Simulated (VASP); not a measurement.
Set up this calculation in VASP 6.6.1, as the native input.

```yaml
Task: single point
Functional: LDA
Potentials_or_basis: VASP PAW LDA potentials, release 64 (C)
Cutoff: 520 eV
k_mesh: 23 × 23 × 13
Occupations: gaussian, width 0.1 eV
Spin: no spin polarisation
Dipole_correction: no
Further_INCAR_settings: ALGO = Normal; EDIFF = 1e-07; NBANDS = 11
```

The structure of C lies in POSCAR:

```
C
1.0
    1.6607699899      0.0000000000      0.0000000000
   -0.8303849949      1.4382690011      0.0000000000
    0.0000000000      0.0000000000      5.2611134255
C
2
Direct
    0.3333333333      0.6666666667      0.2500000000
    0.6666666667      0.3333333333      0.7500000000
```

One way to write it, as run:

INCAR

```
SYSTEM = C
PREC = Accurate
ENCUT = 520
EDIFF = 1E-7
ISMEAR = 0
SIGMA = 0.1
LREAL = .False.
LASPH = .True.
NELM = 60
ALGO = Normal
ISIF = 2
LWAVE = .False.
LCHARG = .False.
GGA = CA
NBANDS = 11
```

KPOINTS

```
regular mesh
0
Gamma
  23 23 13
  0 0 0
```

Potentials or basis: VASP PAW LDA potentials, release 64 (C).

Command:

```sh
$ cat potpaw_LDA.64/C/POTCAR > POTCAR
$ mpirun -np 1 vasp_std > vasp.out
```

It gave:

```json
{
 "Pressure": "20.5 GPa",
 "Band gap on the k mesh": "zero (band 4 reaches 11.40 eV, above the bottom of band 5 at 8.45 eV)"
}
```

It took 31 s on 1 thread of Intel(R) Xeon(R) Platinum 8488C (Sapphire Rapids) (shared host), peak memory 0.14 GiB.
